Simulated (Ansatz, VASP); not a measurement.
**Two plane-wave programs on Cu**

```xyz
1
Lattice="-1.4428 1.4428 1.3761 1.4428 -1.4428 1.3761 1.4428 1.4428 -1.3761" Properties=species:S:1:pos:R:3 pbc="T T T"
Cu    0.0000    0.0000    0.0000
```

Alike in both runs: task single point; functional PBE; k mesh 13 × 13 × 13; occupations gaussian, width 0.026 eV; no spin polarisation.

```csv
,VASP,Ansatz
version,VASP 6.6.1,Ansatz 0.2.0
potentials or method,"VASP PAW PBE potentials, release 64 (Cu_sv_GW)",Ansatz PAW
plane-wave cutoff (eV),820,420
valence electrons in the cell,19,19
```

VASP gave:

```
gap on the k mesh at the Fermi level (eV)                     : none
pressure (GPa)                                                : 6.4
traceless stress, the component that is largest in VASP (GPa) : 0.19
```

Q: Which values does Ansatz return?

A: gap on the k mesh at the Fermi level (eV): none; pressure (GPa): 7.2; traceless stress, the component that is largest in VASP (GPa): 0.18.

A gap of «none» marks a metal or a gap that the smearing closes.
